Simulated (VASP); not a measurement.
**Sb: single point with PBE**

The system is Sb.

```xyz
1
Lattice="3.0461 0.0000 0.0000 0.0000 3.0461 0.0000 0.0000 0.0000 3.0461" Properties=species:S:1:pos:R:3 pbc="T T T"
Sb    0.0000    0.0000    0.0000
```

This cell differs from its parent crystal: volume scaled by 0.94.

```yaml
Program: VASP 6.6.1
Task: single point
Functional: PBE
Potentials_or_basis: VASP PAW PBE potentials, release 64 (Sb)
Cutoff: 520 eV
k_mesh: 18 × 18 × 18
Occupations: gaussian, width 0.1 eV
Spin: no spin polarisation
Dipole_correction: no
Further_INCAR_settings: ALGO = Normal; EDIFF = 1e-06; NBANDS = 8
```

- Pressure: 4.0 GPa

Levels at points of the mesh, in eV from the Fermi level:
```csv
k point,band 1,band 2,band 3,band 4,band 5,band 6,band 7
"(0.00, 0.00, 0.00)",-12.84,3.37,3.37,3.37,6.94,6.94,8.57
"(0.50, 0.00, 0.00)",-10.22,-5.99,5.57,5.57,9.12,10.71,11.48
"(0.50, 0.50, 0.00)",-7.41,-3.81,-3.81,1.95,7.84,13.25,13.38
"(0.50, 0.50, 0.50)",-4.23,-1.76,-1.76,-1.76,4.72,4.72,4.72
```

Wall time 34 s on 1 thread of Intel Xeon 8259CL, with other jobs on the host, peak memory 0.17 GiB.

Caveat: spin-orbit coupling is left out, which moves the levels of the heavy elements.
